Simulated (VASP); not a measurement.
Runs of VASP 6.6.1 on MnF2. Symmetry: P4_2/mnm, No. 136, tetragonal system. The conventional cell has a = 4.873 Å, b = 4.873 Å, c = 3.310 Å, α = 90.00°, β = 90.00°, γ = 90.00°. Mn (site symmetry mmm) has 6 F at 2.10 to 2.13 Å within 2.8 Å. F (site symmetry m2m) has 3 Mn at 2.10 to 2.13 Å and 1 F at 2.69 Å within 2.8 Å. 

```csv
potentials or basis,spin,fixed moment (μB),cutoff (eV),gap on the mesh (eV),pressure (GPa),moment (μB),largest force (eV/Å)
"VASP PAW PBE potentials, release 64 (Mn_sv, F)","collinear, ferromagnetic start",5.0,700,-,-11.2,5.00,0.56
"VASP PAW PBE potentials, release 64 (Mn_pv, F)","collinear, ferromagnetic start",-,520,1.94,0.4,10.00,0.01
"VASP PAW PBE potentials, release 64 (Mn_pv, F)","collinear, ferromagnetic start",2.5,520,-,-12.8,2.50,0.37
"VASP PAW PBE potentials, release 64 (Mn_pv, F)",off,-,520,(a),(b),-,0.12
```

Alike in all rows: task single point; level PBEsol+U; Mn d U = 3.0 eV; cell as given; k mesh 4 × 4 × 6; smearing gaussian 0.05 eV.

Question: Fill in the values left out.

Answer: (a) none; (b) -17.4.

Caveats: the PAW data sets were made with another functional, which shifts forces and pressure a little; the run started ferromagnetic, and an antiferromagnetic order may lie lower in energy (at least some runs); the total moment is fixed, so each spin has its own Fermi level and the state may be an excited one (at least some runs); the stress differs along the axes, from -13 to -7 GPa (at least some runs); the stress differs along the axes, from -16 to -11 GPa (at least some runs); the cell stands under tension (at least some runs); U without spin polarisation on a metal has little footing (at least some runs).

The runs don't all hold the same shells in valence.
